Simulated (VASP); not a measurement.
A run of VASP 6.6.1:

File INCAR:

```
SYSTEM = W3O
ALGO = Normal
DIPOL = 0.5 0.5 0.358
EDIFF = 1E-7
ENCUT = 520
GGA = PE
IDIPOL = 3
ISIF = 2
ISMEAR = 0
LASPH = .TRUE.
LCHARG = .TRUE.
LDIPOL = .TRUE.
LELF = .TRUE.
LREAL = .FALSE.
LVACPOTAV = .TRUE.
LVHAR = .TRUE.
LWAVE = .FALSE.
NBANDS = 32
NELM = 100
PREC = Accurate
SIGMA = 0.1
```

The input KPOINTS:

```
k-points
0
G
  10 10 1
  0 0 0
```

Contents of POSCAR:

```
W3O
1.0
    2.7571643597      0.0000000000      0.0000000000
   -0.9190547866      2.5994794874      0.0000000000
    0.0000000000      0.0000000000     19.8562161029
W O
3 1
Direct
    0.5000000000      0.5000000000      0.2014482507
    0.0000000000      0.0000000000      0.3111437107
    0.5000000000      0.5000000000      0.4208362792
    0.5000000000      0.8333333333      0.4976905379
```

Potentials or basis: VASP PAW PBE potentials, release 64 (W_sv, O).

Launch:

```console
$ cat potpaw_PBE.64/W_sv/POTCAR potpaw_PBE.64/O/POTCAR > POTCAR
$ mpirun -np 1 vasp_std > vasp.out
```

Hardware: 1 thread of Intel(R) Xeon(R) Platinum 8488C (Sapphire Rapids), on a shared host.

Estimate the wall time of this run.

Run time: 7.1 min on 1 thread of Intel(R) Xeon(R) Platinum 8488C (Sapphire Rapids), with other jobs on the host, peak memory 0.37 GiB. Counts: scf iterations 30, k points 52.
